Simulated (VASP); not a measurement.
A run of VASP 6.6.1 is set up as follows.

File POSCAR:

```
Ta2C
1.0
    3.1101644563      0.0000000000      0.0000000000
   -1.5550822282      2.6934814291      0.0000000000
    0.0000000000      0.0000000000      4.9422989465
Ta C
2 1
Direct
    0.3333333333      0.6666666667      0.2535635793
    0.6666666667      0.3333333333      0.7464364207
    0.0000000000      0.0000000000      0.0000000000
```

Contents of INCAR.step1:

```
SYSTEM = Ta2C
PREC     = Accurate       ! precision mode
ENCUT    = 520            ! plane-wave cutoff, eV
ISMEAR   = 0              ! smearing method
SIGMA    = 0.1            ! smearing width, eV
LREAL    = .FALSE.        ! projectors in reciprocal space
LASPH    = .TRUE.         ! aspherical terms in the spheres
NELM     = 60             ! most SCF steps
NBANDS   = 20             ! bands
GGA      = PE             ! functional
ALGO     = Normal         ! electronic algorithm
EDIFF    = 1E-4           ! SCF threshold, eV
LWAVE    = .TRUE.         ! write WAVECAR
LCHARG   = .FALSE.        ! write CHGCAR
```

The input INCAR.step2:

```
SYSTEM = Ta2C
PREC     = Accurate       ! precision mode
ENCUT    = 520            ! plane-wave cutoff, eV
EDIFF    = 1E-7           ! SCF threshold, eV
ISMEAR   = 0              ! smearing method
SIGMA    = 0.1            ! smearing width, eV
LREAL    = .FALSE.        ! projectors in reciprocal space
LASPH    = .TRUE.         ! aspherical terms in the spheres
NELM     = 60             ! most SCF steps
ALGO     = Normal         ! electronic algorithm
ISIF     = 2              ! what is computed and relaxed
LWAVE    = .FALSE.        ! write WAVECAR
LCHARG   = .FALSE.        ! write CHGCAR
METAGGA  = R2SCAN         ! meta-GGA
LMIXTAU  = .TRUE.       
NBANDS   = 20             ! bands
ISTART   = 1
```

KPOINTS

```
regular mesh
0
G
  18 18 8
  0 0 0
```

Potentials or basis: VASP PAW PBE potentials, release 64 (Ta_pv, C).

Launch:

```bash
$ cat potpaw_PBE.64/Ta_pv/POTCAR potpaw_PBE.64/C/POTCAR > POTCAR
$ cp INCAR.step1 INCAR
$ mpirun -np 1 vasp_std > vasp.out
$ cp INCAR.step2 INCAR
$ mpirun -np 1 vasp_std > vasp.out
```

Task: What does it give for the pressure?

Result: 0.9 GPa.

Task: What does it give for the band gap on the k mesh?

Result: Zero (band 13 reaches 7.08 eV, above the bottom of band 14 at 6.33 eV).

Task: Predict the largest force.

Result: 0.045 eV/Å.

Stress tensor (GPa, compression positive):
```
0.90 0.00 0.00
0.00 0.90 0.00
0.00 0.00 0.78
```

Caveat: the PAW data sets were made with another functional, which shifts forces and pressure a little; spin-orbit coupling is left out, which moves the levels of the heavy elements.
